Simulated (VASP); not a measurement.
# SnF4 (Immm) in VASP: a series of runs

Runs on SnF4. Level: LDA. Tasks: single point.

All numbers are computed with VASP 6.6.1; they aren't measurements. Logs are shortened: lines on timing, memory, paths and dates and some standing lists are left out, and cuts for length are marked.

### Step 1. The cell of the first run

Symmetry: Immm, No. 71, orthorhombic system. Conventional cell: a = 4.050 Å, b = 4.232 Å, c = 7.930 Å, α = 90.00°, β = 90.00°, γ = 90.00°. Sn (site symmetry mmm) has 6 F at 1.88 to 2.12 Å within 2.5 Å. Within 2.5 Å of F (site symmetry mm2) lie 1 Sn at 1.88 Å. F (site symmetry mmm) has 2 Sn at 2.02 Å within 2.7 Å. F (site symmetry mmm) has 2 Sn at 2.12 Å within 2.8 Å.

### Step 2. Single point, LDA (strain +0.0450 x Voigt [1, 0, 0, 0, 0, 0])

Input file INCAR:

```
PREC     = Accurate       # precision mode
ENCUT    = 520            # plane-wave cutoff, eV
EDIFF    = 1E-6           # SCF threshold, eV
ISMEAR   = 0              # smearing method
SIGMA    = 0.05           # smearing width, eV
LREAL    = False          # projectors in reciprocal space
LASPH    = True           # aspherical terms in the spheres
NELM     = 100            # most SCF steps
ALGO     = Normal         # electronic algorithm
ISIF     = 2              # what is computed and relaxed
LWAVE    = False          # write WAVECAR
LCHARG   = True           # write CHGCAR
GGA      = CA             # functional
LELF     = True           # ELF
LVHAR    = True         
NBANDS   = 29             # bands
```

Input file KPOINTS:

```
regular mesh
0
Gamma
  8 8 8
```

Input file POSCAR:

```
SnF4
1.0
   -2.1161250000      2.0250000000      3.9650000000
    2.1161250000     -2.0250000000      3.9650000000
    2.1161250000      2.0250000000     -3.9650000000
Sn F
1 4
Direct
    0.0000000000      0.0000000000      0.0000000000
    0.2370000000      0.2370000000      0.0000000000
    0.7630000000      0.7630000000      0.0000000000
    0.5000000000      0.0000000000      0.5000000000
    0.0000000000      0.5000000000      0.5000000000
```

Potentials or basis: VASP PAW LDA potentials, release 64 (Sn_d, F).

Started as:

```sh
$ cat potpaw_LDA.64/Sn_d/POTCAR potpaw_LDA.64/F/POTCAR > POTCAR
$ mpirun -np 1 vasp_std > vasp.out
```

OUTCAR:

```text
PREC = Accurate
   ENCUT = 520
   EDIFF = 1E-6
   ISMEAR = 0
   LREAL = False
   LASPH = True
   NELM = 100
   ISIF = 2
   GGA = CA

 ion  position               nearest neighbor table
   1  0.000  0.000  0.000-   2 1.88   3 1.88   4 2.02   4 2.02   5 2.12   5 2.12
   2  0.237  0.237  0.000-   1 1.88
   3  0.763  0.763  0.000-   1 1.88
   4  0.500  0.000  0.500-   1 2.02   1 2.02
   5  0.000  0.500  0.500-   1 2.12   1 2.12

  LATTYP: Found a body centered orthorhombic cell.
 ALAT       =     4.0500000000
 B/A-ratio  =     1.0450000000
 C/A-ratio  =     1.9580246914

  Lattice vectors:

 A1 = (   2.1161250000,  -2.0250000000,  -3.9650000000)
 A2 = (  -2.1161250000,   2.0250000000,  -3.9650000000)
 A3 = (   2.1161250000,   2.0250000000,   3.9650000000)

Analysis of symmetry for initial positions (statically):
=====================================================================
 Subroutine PRICEL returns:
 Original cell was already a primitive cell.

 Routine SETGRP: Setting up the symmetry group for a
 body centered orthorhombic supercell.

 Subroutine GETGRP returns: Found  8 space group operations
 (whereof  8 operations were pure point group operations)
 out of a pool of  8 trial point group operations.

The static configuration has the point symmetry D_2h.

Analysis of symmetry for dynamics (positions and initial velocities):
=====================================================================
 Subroutine PRICEL returns:
 Original cell was already a primitive cell.

 Routine SETGRP: Setting up the symmetry group for a
 body centered orthorhombic supercell.

 Subroutine GETGRP returns: Found  8 space group operations
 (whereof  8 operations were pure point group operations)
 out of a pool of  8 trial point group operations.

The dynamic configuration has the point symmetry D_2h.

 Subroutine INISYM returns: Found  8 space group operations
 (whereof  8 operations are pure point group operations),
 and found     1 'primitive' translations

----------------------------------------------------------------------------------------

                                     Primitive cell

  volume of cell :      67.9625

  direct lattice vectors                    reciprocal lattice vectors
    -2.116125000  2.025000000  3.965000000     0.000000000  0.246913580  0.126103405
     2.116125000 -2.025000000  3.965000000     0.236280938  0.000000000  0.126103405
     2.116125000  2.025000000 -3.965000000     0.236280938  0.246913580  0.000000000

  length of vectors
     4.929486283  4.929486283  4.929486283     0.277251483  0.267825970  0.341752831

  position of ions in fractional coordinates (direct lattice)
     0.000000000  0.000000000  0.000000000
     0.237000000  0.237000000  0.000000000
     0.763000000  0.763000000  0.000000000
     0.500000000  0.000000000  0.500000000
     0.000000000  0.500000000  0.500000000

  ion indices of the primitive-cell ions
   primitive index   ion index
                 1           1
                 2           2
                 3           3
                 4           4
                 5           5

----------------------------------------------------------------------------------------

 KPOINTS: regular mesh

Automatic generation of k-mesh.
 Grid dimensions read from file:
 generate k-points for:    8    8    8

 Generating k-lattice:

  Cartesian coordinates                     Fractional coordinates (reciprocal lattice)
     0.000000000  0.030864198  0.015762926     0.125000000  0.000000000  0.000000000
     0.029535117  0.000000000  0.015762926     0.000000000  0.125000000  0.000000000
     0.029535117  0.030864198  0.000000000     0.000000000  0.000000000  0.125000000

  Length of vectors
     0.034656435  0.033478246  0.042719104

  Shift w.r.t. Gamma in fractional coordinates (k-lattice)
     0.000000000  0.000000000  0.000000000

 Subroutine IBZKPT returns following result:
 ===========================================

 Found     95 irreducible k-points:

 Following reciprocal coordinates:
            Coordinates               Weight
  0.000000  0.000000  0.000000      1.000000
  0.125000 -0.000000  0.000000      4.000000
  0.250000 -0.000000  0.000000      4.000000
  0.375000 -0.000000  0.000000      4.000000
  0.500000 -0.000000  0.000000      2.000000
 -0.000000  0.125000  0.000000      4.000000
[... 16 lines left out ...]
  0.125000  0.375000  0.000000      8.000000
  0.250000  0.375000  0.000000      8.000000
 [... further k-points ...]
   k-points           NKPTS =     95   k-points in BZ     NKDIM =     95   number of bands    NBANDS=     29
   number of dos      NEDOS =    301   number of ions     NIONS =      5
   total plane-waves  NPLWV =  64000
   dimension x,y,z NGX =    40 NGY =   40 NGZ =   40
   dimension x,y,z NGXF=    80 NGYF=   80 NGZF=   80
   ions per type =               1   4
   NGX,Y,Z   is equivalent  to a cutoff of  13.49, 13.49, 13.49 a.u.
   NGXF,Y,Z  is equivalent  to a cutoff of  26.98, 26.98, 26.98 a.u.
 SYSTEM =  unknown system
   PREC   = accura    normal or accurate (medium, high low for compatibility)
   ISTART =      0    job   : 0-new  1-cont  2-samecut
   ICHARG =      2    charge: 1-file 2-atom 10-const
   ISPIN  =      1    spin polarized calculation?
   LNONCOLLINEAR =      F non collinear calculations
   LSORBIT =      F    spin-orbit coupling
   LASPH  =      T    aspherical Exc in radial PAW
   ENCUT  =  520.0 eV  38.22 Ry    6.18 a.u.   9.17  9.17  9.17*2*pi/ulx,y,z
   NELM   =    100;   NELMIN=  2; NELMDL= -5     # of ELM steps
   EDIFF  = 0.1E-05   stopping-criterion for ELM
   LREAL  =      F    real-space projection
   EDIFFG = 0.1E-04   stopping-criterion for IOM
   NSW    =      0    number of steps for IOM
   IBRION =     -1    ionic relax: 0-MD 1-quasi-New 2-CG
   NFREE  =      0    steps in history (QN), initial steepest desc. (CG)
   ISIF   =      2    stress and relaxation
   ISYM   =      2    0-nonsym 1-usesym 2-fastsym
   POTIM  = 0.5000    time-step for ionic-motion
   TEBEG  =    0.0;   TEEND  =   0.0 temperature during run
   PSTRESS=    0.0 pullay stress
   NELECT =      42.0000    total number of electrons
   NUPDOWN=      -1.0000    fix difference up-down
   EMIN   =  10.00;   EMAX   =-10.00  energy-range for DOS
   EFERMI =   0.00;   METHOD = LEGACY
   ISMEAR =     0;   SIGMA  =   0.05  broadening in eV -4-tet -1-fermi 0-gaus
   EFERMI_NEDOS =   21; number of points for ismear=-14 and -15
   IALGO  =     38    algorithm
   IMIX   =      4    mixing-type and parameters
     AMIX     =   0.40;   BMIX     =  1.00
     AMIX_MAG =   1.60;   BMIX_MAG =  1.00
  volume/ion in A,a.u.               =      13.59        91.73
  Fermi-wavevector in a.u.,A,eV,Ry     =   1.394445  2.635119 26.456217  1.944477
  Thomas-Fermi vector in A             =   2.517993
   LORBIT       =      0    0 simple, 1 ext, 2 COOP (PROOUT), +10 PAW based schemes
   GGA     = CA    functional components
   LHFCALC =     F    Hartree Fock is set to
   AEXX    =    0.0000 exact exchange contribution
   IVDW    =     0    specifies the selected vdW correction
   LEPSILON=     F    determine dielectric tensor
   LRPA    =     F    only Hartree local field effects (RPA)
 non-spin polarized calculation
 Gauss-broadening in eV      SIGMA  =   0.05
  energy-cutoff  :      520.00
  volume of cell :       67.96
 maximum number of plane-waves:      1847
 NGX is ok and might be reduce to    40
   NGX = 19   NGY = 19   NGZ = 19

 number of electron      42.0000007 magnetization

 Free energy of the ion-electron system (eV)
  ---------------------------------------------------
  ext. energy  EPLUGINS =         0.00000000
  ---------------------------------------------------
  free energy    TOTEN  =       -25.46270207 eV

  energy without entropy =      -25.46270207  energy(sigma->0) =      -25.46270207

 E-fermi :  -0.6939     XC(G=0): -10.2266

 val. band max:       -0.9166385627   @ k =   0.5000   0.5000   0.0000
 cond. band min:       2.3105992297   @ k =   0.0000   0.0000   0.0000
 fundamental gap:      3.2272377925
 Fermi energy:        -0.6938848012

 k-point     1 :       0.0000    0.0000    0.0000
  band No.  band energies     occupation
      1     -22.8095      2.00000
      2     -22.1685      2.00000
      3     -21.7608      2.00000
      4     -20.3953      2.00000
      5     -19.8171      2.00000
      6     -19.6829      2.00000
[... 21 lines left out ...]
     28      14.8509      0.00000
     29      14.8784      0.00000

 k-point     2 :       0.1250   -0.0000    0.0000
  band No.  band energies     occupation
      1     -22.7198      2.00000
      2     -22.1621      2.00000
      3     -21.7544      2.00000
      4     -20.4132      2.00000
      5     -19.8200      2.00000
      6     -19.6855      2.00000
[... 21 lines left out ...]
     28      14.6405      0.00000
     29      14.8625      0.00000

 k-point     3 :       0.2500   -0.0000    0.0000
  band No.  band energies     occupation
      1     -22.4743      2.00000
      2     -22.1472      2.00000
      3     -21.7381      2.00000
      4     -20.4593      2.00000
      5     -19.8268      2.00000
      6     -19.6920      2.00000
[... 21 lines left out ...]
     28      14.6578      0.00000
     29      14.8603      0.00000

 k-point     4 :       0.3750   -0.0000    0.0000
  band No.  band energies     occupation
      1     -22.1822      2.00000
      2     -22.1082      2.00000
      3     -21.7326      2.00000
      4     -20.5095      2.00000
      5     -19.8336      2.00000
      6     -19.6989      2.00000
[... 597 lines left out ...]
     28      15.0234      0.00000
     29      15.2995      0.00000

 k-point    23 :       0.1250    0.3750    0.0000
  band No.  band energies     occupation
      1     -22.7247      2.00000
      2     -22.0589      2.00000
      3     -21.2133      2.00000
      4     -20.5239      2.00000
      5     -19.8283      2.00000
      6     -19.6873      2.00000
[... 21 lines left out ...]
     28      14.8459      0.00000
     29      15.5994      0.00000

 k-point    24 :       0.2500    0.3750    0.0000
  band No.  band energies     occupation
      1     -22.4839      2.00000
      2     -22.0448      2.00000
      3     -21.2016      2.00000
      4     -20.5439      2.00000
      5     -19.8351      2.00000
      6     -19.6908      2.00000
[... 21 lines left out ...]
     28      14.5226      0.00000
     29      15.7783      0.00000

 [... further k-points ...]

------------------------ aborting loop because EDIFF is reached ----------------------------------------

  FORCE on cell =-STRESS in cart. coord.  units (eV):
  Direction    XX          YY          ZZ          XY          YZ          ZX
  --------------------------------------------------------------------------------------
  -------------------------------------------------------------------------------------
  Total       -4.7264146     -0.1440197     -0.2246677     -0.0000000      0.0000000      0.0000000
  in kB     -111.4224927     -3.3951820     -5.2964119     -0.0000000      0.0000000      0.0000000
  external PRESSURE =     -40.0380288 kB  Pullay stress =       0.0000000 kB

 VOLUME and BASIS-vectors are now :
 -----------------------------------------------------------------------------
  energy-cutoff  :      520.00
  volume of cell :       67.96
      direct lattice vectors                 reciprocal lattice vectors
    -2.116125000  2.025000000  3.965000000     0.000000000  0.246913580  0.126103405
     2.116125000 -2.025000000  3.965000000     0.236280938  0.000000000  0.126103405
     2.116125000  2.025000000 -3.965000000     0.236280938  0.246913580  0.000000000

 POSITION                                       TOTAL-FORCE (eV/Angst)
 -----------------------------------------------------------------------------------
      0.00000      0.00000      0.00000         0.000000     -0.000000     -0.000000
      0.00000      0.00000      1.87941        -0.000000     -0.000000      0.176653
      0.00000      0.00000      6.05059         0.000000      0.000000     -0.176653
      0.00000      2.02500      0.00000         0.000000      0.000000     -0.000000
      2.11612      0.00000      0.00000         0.000000     -0.000000     -0.000000
 -----------------------------------------------------------------------------------
    total drift:                                0.000000      0.000000     -0.000000

  FREE ENERGIE OF THE ION-ELECTRON SYSTEM (eV)
  ---------------------------------------------------
  free  energy   TOTEN  =       -25.4627020720 eV

  energy  without entropy=      -25.4627020720  energy(sigma->0) =      -25.46270207
```

It took 5.9 min on 1 thread of Oxide Virtual Turin-like, shared host; peak memory 0.26 GiB.

Results:

| Quantity | Value |
| --- | --- |
| Free energy | -25.4627 eV |
| Pressure | -4.0 GPa |
| Largest force | 0.177 eV/Å |
| Band gap on the k mesh | 3.23 eV, indirect (least direct gap 3.44 eV) |

Forces in eV/Å, atoms in the order of the input:
```
Sn   0.000  0.000  0.000
F    0.000  0.000  0.177
F    0.000  0.000 -0.177
F    0.000  0.000  0.000
F    0.000  0.000  0.000
```

Levels at points of the mesh, in eV from the valence-band top:
```csv
k point,band 19,band 20,band 21,band 22,band 23,band 24
"(0.00, 0.00, 0.00)",-0.89,-0.23,-0.21,3.23,11.33,11.81
"(0.50, 0.00, 0.00)",-0.59,-0.59,-0.42,5.81,9.21,11.40
"(0.00, 0.50, 0.00)",-0.69,-0.50,-0.30,5.65,8.81,11.53
"(0.50, 0.50, 0.00)",-0.36,-0.31,0.00,7.40,8.29,9.06
"(0.50, 0.50, 0.50)",-0.75,-0.17,-0.13,4.36,10.18,12.25
```

Caveat: the cell differs from its parent crystal (strain +0.0450 x Voigt [1, 0, 0, 0, 0, 0]); spin-orbit coupling is left out, which moves the levels of the heavy elements. A k mesh can miss the band edges.

(Continued in part 2 of 2.)
